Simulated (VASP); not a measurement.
# In (I4/mmm) in VASP: notebook

The runs below take In through single point, with PBEsol.

Everything below comes from runs of VASP 6.6.1. Logs are shortened: lines on timing, memory, paths and dates and some standing lists are left out, and cuts for length are marked.

## Step 1: The cell of the first run

Symmetry: I4/mmm, No. 139, tetragonal system. The conventional cell has a = 3.100 Å, b = 3.100 Å, c = 4.829 Å, α = 90.00°, β = 90.00°, γ = 90.00°. Within 4.1 Å of In (site symmetry 4/mmm) lie 12 In at 3.10 to 3.26 Å.

## Step 2: Single point, PBEsol (23.21 Å³/atom)

Input file INCAR:

```
SYSTEM = In
PREC     = Accurate       ! precision mode
ENCUT    = 520            ! plane-wave cutoff, eV
EDIFF    = 1E-6           ! SCF threshold, eV
ISMEAR   = 0              ! smearing method
SIGMA    = 0.1            ! smearing width, eV
LREAL    = .FALSE.        ! projectors in reciprocal space
LASPH    = .TRUE.         ! aspherical terms in the spheres
NELM     = 60             ! most SCF steps
ALGO     = Fast           ! electronic algorithm
ISIF     = 2              ! what is computed and relaxed
LWAVE    = .FALSE.        ! write WAVECAR
LCHARG   = .FALSE.        ! write CHGCAR
GGA      = PS             ! functional
NBANDS   = 12             ! bands
```

Input file KPOINTS:

```
regular mesh
0
G
  18 18 18
  0 0 0
```

Input file POSCAR:

```
In
1.0
   -1.5502494766      1.5502494766      2.4143389297
    1.5502494766     -1.5502494766      2.4143389297
    1.5502494766      1.5502494766     -2.4143389297
In
1
Direct
    0.0000000000      0.0000000000      0.0000000000
```

Potentials or basis: VASP PAW PBE potentials, release 64 (In_d).

Started as:

```bash
$ cat potpaw_PBE.64/In_d/POTCAR > POTCAR
$ mpirun -np 1 vasp_std > vasp.out
```

OUTCAR:

```text
SYSTEM = In
   PREC = Accurate
   ENCUT = 520
   EDIFF = 1E-6
   ISMEAR = 0
   LREAL = .FALSE.
   LASPH = .TRUE.
   NELM = 60
   ISIF = 2
   GGA = PS

 ion  position               nearest neighbor table
   1  0.000  0.000  0.000-

  LATTYP: Found a body centered tetragonal cell.
 ALAT       =     3.1004989532
 C/A-ratio  =     1.5573873535

  Lattice vectors:

 A1 = (  -1.5502494766,   1.5502494766,   2.4143389297)
 A2 = (   1.5502494766,  -1.5502494766,   2.4143389297)
 A3 = (   1.5502494766,   1.5502494766,  -2.4143389297)

Analysis of symmetry for initial positions (statically):
=====================================================================
 Subroutine PRICEL returns:
 Original cell was already a primitive cell.

 Routine SETGRP: Setting up the symmetry group for a
 body centered tetragonal supercell.

 Subroutine GETGRP returns: Found 16 space group operations
 (whereof 16 operations were pure point group operations)
 out of a pool of 16 trial point group operations.

The static configuration has the point symmetry D_4h.

Analysis of symmetry for dynamics (positions and initial velocities):
=====================================================================
 Subroutine PRICEL returns:
 Original cell was already a primitive cell.

 Routine SETGRP: Setting up the symmetry group for a
 body centered tetragonal supercell.

 Subroutine GETGRP returns: Found 16 space group operations
 (whereof 16 operations were pure point group operations)
 out of a pool of 16 trial point group operations.

The dynamic configuration has the point symmetry D_4h.

 Subroutine INISYM returns: Found 16 space group operations
 (whereof 16 operations are pure point group operations),
 and found     1 'primitive' translations

----------------------------------------------------------------------------------------

                                     Primitive cell

  volume of cell :      23.2093

  direct lattice vectors                    reciprocal lattice vectors
    -1.550249477  1.550249477  2.414338930     0.000000000  0.322528733  0.207096027
     1.550249477 -1.550249477  2.414338930     0.322528733  0.000000000  0.207096027
     1.550249477  1.550249477 -2.414338930     0.322528733  0.322528733  0.000000000

  length of vectors
     3.261223597  3.261223597  3.261223597     0.383293032  0.383293032  0.456124509

  position of ions in fractional coordinates (direct lattice)
     0.000000000  0.000000000  0.000000000

  ion indices of the primitive-cell ions
   primitive index   ion index
                 1           1

----------------------------------------------------------------------------------------

 KPOINTS: regular mesh

Automatic generation of k-mesh.
 Grid dimensions read from file:
 generate k-points for:   18   18   18

 Generating k-lattice:

  Cartesian coordinates                     Fractional coordinates (reciprocal lattice)
     0.000000000  0.017918263  0.011505335     0.055555556 -0.000000000  0.000000000
     0.017918263  0.000000000  0.011505335    -0.000000000  0.055555556  0.000000000
     0.017918263  0.017918263  0.000000000     0.000000000  0.000000000  0.055555556

  Length of vectors
     0.021294057  0.021294057  0.025340250

  Shift w.r.t. Gamma in fractional coordinates (k-lattice)
     0.000000000  0.000000000  0.000000000

 Subroutine IBZKPT returns following result:
 ===========================================

 Found    480 irreducible k-points:

 Following reciprocal coordinates:
            Coordinates               Weight
  0.000000  0.000000  0.000000      1.000000
  0.055556  0.000000  0.000000      8.000000
  0.111111  0.000000  0.000000      8.000000
  0.166667  0.000000 -0.000000      8.000000
  0.222222 -0.000000  0.000000      8.000000
  0.277778  0.000000 -0.000000      8.000000
[... 16 lines left out ...]
 -0.277778  0.055556  0.000000     16.000000
 -0.222222  0.055556 -0.000000     16.000000
 [... further k-points ...]
   k-points           NKPTS =    480   k-points in BZ     NKDIM =    480   number of bands    NBANDS=     12
   number of dos      NEDOS =    301   number of ions     NIONS =      1
   total plane-waves  NPLWV =  13824
   dimension x,y,z NGX =    24 NGY =   24 NGZ =   24
   dimension x,y,z NGXF=    48 NGYF=   48 NGZF=   48
   ions per type =               1
   NGX,Y,Z   is equivalent  to a cutoff of  12.23, 12.23, 12.23 a.u.
   NGXF,Y,Z  is equivalent  to a cutoff of  24.47, 24.47, 24.47 a.u.
 SYSTEM =  In
   PREC   = accura    normal or accurate (medium, high low for compatibility)
   ISTART =      0    job   : 0-new  1-cont  2-samecut
   ICHARG =      2    charge: 1-file 2-atom 10-const
   ISPIN  =      1    spin polarized calculation?
   LNONCOLLINEAR =      F non collinear calculations
   LSORBIT =      F    spin-orbit coupling
   LASPH  =      T    aspherical Exc in radial PAW
   ENCUT  =  520.0 eV  38.22 Ry    6.18 a.u.   6.06  6.06  6.06*2*pi/ulx,y,z
   NELM   =     60;   NELMIN=  2; NELMDL= -5     # of ELM steps
   EDIFF  = 0.1E-05   stopping-criterion for ELM
   LREAL  =      F    real-space projection
[... 7 lines left out ...]
   TEBEG  =    0.0;   TEEND  =   0.0 temperature during run
   PSTRESS=    0.0 pullay stress
   NELECT =      13.0000    total number of electrons
   NUPDOWN=      -1.0000    fix difference up-down
   EMIN   =  10.00;   EMAX   =-10.00  energy-range for DOS
   EFERMI =   0.00;   METHOD = LEGACY
   ISMEAR =     0;   SIGMA  =   0.10  broadening in eV -4-tet -1-fermi 0-gaus
   EFERMI_NEDOS =   21; number of points for ismear=-14 and -15
   IALGO  =     68    algorithm
   IMIX   =      4    mixing-type and parameters
     AMIX     =   0.40;   BMIX     =  1.00
     AMIX_MAG =   1.60;   BMIX_MAG =  1.00
  volume/ion in A,a.u.               =      23.21       156.62
  Fermi-wavevector in a.u.,A,eV,Ry     =   1.349487  2.550161 24.777788  1.821116
  Thomas-Fermi vector in A             =   2.477070
   LORBIT       =      0    0 simple, 1 ext, 2 COOP (PROOUT), +10 PAW based schemes
   GGA     = PS    functional components
   LHFCALC =     F    Hartree Fock is set to
   AEXX    =    0.0000 exact exchange contribution
   IVDW    =     0    specifies the selected vdW correction
   LEPSILON=     F    determine dielectric tensor
   LRPA    =     F    only Hartree local field effects (RPA)
 non-spin polarized calculation
 RMM-DIIS sequential band-by-band and
 Gauss-broadening in eV      SIGMA  =   0.10
  energy-cutoff  :      520.00
  volume of cell :       23.21
 maximum number of plane-waves:       638
   NGX = 13   NGY = 13   NGZ = 13

 number of electron      12.9999993 magnetization

 Free energy of the ion-electron system (eV)
  ---------------------------------------------------
  ext. energy  EPLUGINS =         0.00000000
  ---------------------------------------------------
  free energy    TOTEN  =        -2.94944541 eV

  energy without entropy =       -2.94809437  energy(sigma->0) =       -2.94876989

 E-fermi :   8.8267     XC(G=0): -10.9888

 val. band max:        8.8129888887   @ k =  -0.4444   0.4444   0.1667
 cond. band min:       8.8502163037   @ k =  -0.2778  -0.3889   0.1111
 fundamental gap:      0.0372274150
 Fermi energy:         8.8267444618

 k-point     1 :       0.0000    0.0000    0.0000
  band No.  band energies     occupation
      1      -6.0365      2.00000
      2      -5.8425      2.00000
      3      -5.8425      2.00000
      4      -5.7679      2.00000
      5      -5.5826      2.00000
      6      -1.6477      2.00000
      7      20.4131      0.00000
      8      20.4131      0.00000
      9      20.6609      0.00000
     10      20.6885      0.00000
     11      23.9461      0.00000
     12      23.9635      0.00000

 k-point     2 :       0.0556    0.0000    0.0000
  band No.  band energies     occupation
      1      -6.0289      2.00000
      2      -5.8439      2.00000
      3      -5.8358      2.00000
      4      -5.7663      2.00000
      5      -5.5861      2.00000
      6      -1.5734      2.00000
      7      19.3911      0.00000
      8      20.3267      0.00000
      9      20.3520      0.00000
     10      20.6753      0.00000
     11      23.8197      0.00000
     12      24.1669      0.00000

 k-point     3 :       0.1111    0.0000    0.0000
  band No.  band energies     occupation
      1      -6.0103      2.00000
      2      -5.8511      2.00000
      3      -5.8180      2.00000
      4      -5.7564      2.00000
      5      -5.5949      2.00000
      6      -1.3485      2.00000
      7      17.4109      0.00000
      8      19.8089      0.00000
      9      20.1163      0.00000
     10      20.7058      0.00000
     11      23.1239      0.00000
     12      24.7256      0.00000

 k-point     4 :       0.1667    0.0000   -0.0000
  band No.  band energies     occupation
      1      -5.9911      2.00000
      2      -5.8679      2.00000
      3      -5.7953      2.00000
      4      -5.7280      2.00000
      5      -5.6034      2.00000
      6      -0.9693      2.00000
      7      15.3252      0.00000
      8      19.1594      0.00000
      9      19.8663      0.00000
     10      20.7350      0.00000
     11      22.4483      0.00000
     12      25.4143      0.00000

 k-point     5 :       0.2222   -0.0000    0.0000
  band No.  band energies     occupation
      1      -5.9814      2.00000
      2      -5.8935      2.00000
      3      -5.7792      2.00000
      4      -5.6768      2.00000
      5      -5.6017      2.00000
      6      -0.4316      2.00000
      7      13.2798      0.00000
      8      18.5030      0.00000
      9      19.6331      0.00000
     10      20.7313      0.00000
     11      21.8838      0.00000
     12      25.1956      0.00000
[... 228 lines left out ...]
      1      -6.0016      2.00000
      2      -5.9469      2.00000
      3      -5.8065      2.00000
      4      -5.5556      2.00000
      5      -5.4818      2.00000
      6       1.9002      2.00000
      7       8.2897      2.00000
      8      16.6323      0.00000
      9      18.8747      0.00000
     10      20.2524      0.00000
     11      21.5119      0.00000
     12      23.8735      0.00000

 k-point    22 :      -0.3333    0.0556    0.0000
  band No.  band energies     occupation
      1      -5.9802      2.00000
      2      -5.9325      2.00000
      3      -5.7902      2.00000
      4      -5.5972      2.00000
      5      -5.5357      2.00000
      6       0.9290      2.00000
      7      10.0570      0.00000
      8      16.9470      0.00000
      9      18.9837      0.00000
     10      20.8065      0.00000
     11      21.8579      0.00000
     12      23.7015      0.00000

 k-point    23 :      -0.2778    0.0556    0.0000
  band No.  band energies     occupation
      1      -5.9626      2.00000
      2      -5.9140      2.00000
      3      -5.7786      2.00000
      4      -5.6434      2.00000
      5      -5.5884      2.00000
      6       0.1162      2.00000
      7      11.9413      0.00000
      8      17.3811      0.00000
      9      19.1160      0.00000
     10      21.3701      0.00000
     11      22.2991      0.00000
     12      23.5624      0.00000

 k-point    24 :      -0.2222    0.0556   -0.0000
  band No.  band energies     occupation
      1      -5.9575      2.00000
      2      -5.8933      2.00000
      3      -5.7827      2.00000
      4      -5.6914      2.00000
      5      -5.6160      2.00000
      6      -0.5359      2.00000
      7      13.9265      0.00000
      8      17.9145      0.00000
      9      19.2954      0.00000
     10      21.5629      0.00000
     11      22.8390      0.00000
     12      23.7392      0.00000

 [... further k-points ...]
[... 5 lines left out ...]
  --------------------------------------------------------------------------------------
  -------------------------------------------------------------------------------------
  Total        0.8016465      0.8016465      0.7921510      0.0000000      0.0000000      0.0000000
  in kB       55.3390950     55.3390950     54.6836028      0.0000000      0.0000000      0.0000000
  external PRESSURE =      55.1205976 kB  Pullay stress =       0.0000000 kB

 VOLUME and BASIS-vectors are now :
 -----------------------------------------------------------------------------
  energy-cutoff  :      520.00
  volume of cell :       23.21
      direct lattice vectors                 reciprocal lattice vectors
    -1.550249477  1.550249477  2.414338930     0.000000000  0.322528733  0.207096027
     1.550249477 -1.550249477  2.414338930     0.322528733  0.000000000  0.207096027
     1.550249477  1.550249477 -2.414338930     0.322528733  0.322528733  0.000000000

 POSITION                                       TOTAL-FORCE (eV/Angst)
 -----------------------------------------------------------------------------------
      0.00000      0.00000      0.00000        -0.000000      0.000000      0.000000
 -----------------------------------------------------------------------------------
    total drift:                               -0.000000      0.000000      0.000000

  FREE ENERGIE OF THE ION-ELECTRON SYSTEM (eV)
  ---------------------------------------------------
  free  energy   TOTEN  =        -2.9494454083 eV

  energy  without entropy=       -2.9480943683  energy(sigma->0) =       -2.94876989
```

It took 2 min on 1 thread of Intel Xeon 8259CL, shared host; peak memory 0.24 GiB.

What came out:

| Quantity | Value |
| --- | --- |
| Free energy | -2.9494 eV |
| Pressure | 5.5 GPa |
| Band gap on the k mesh | zero (an odd number of electrons rules out a gap without spin polarisation) |

Levels at points of the mesh, in eV from the Fermi level:
| k point | band 3 | band 4 | band 5 | band 6 | band 7 | band 8 | band 9 | band 10 |
| --- | --- | --- | --- | --- | --- | --- | --- | --- |
| (0.00, 0.00, 0.00) | -14.67 | -14.59 | -14.41 | -10.47 | 11.59 | 11.59 | 11.83 | 11.86 |
| (0.50, 0.00, 0.00) | -14.65 | -14.32 | -14.25 | -4.39 | -3.96 | 7.84 | 10.32 | 11.54 |
| (0.50, 0.50, 0.00) | -14.31 | -14.30 | -14.15 | -2.28 | -1.23 | 3.56 | 4.11 | 7.55 |
| (0.50, 0.50, 0.50) | -14.28 | -14.25 | -14.25 | -3.33 | -3.12 | 5.25 | 5.25 | 8.96 |

Caveat: the cell stands under pressure; the PAW data sets were made with another functional, which shifts forces and pressure a little; spin-orbit coupling is left out, which moves the levels of the heavy elements.

[end of part 1 of 2]
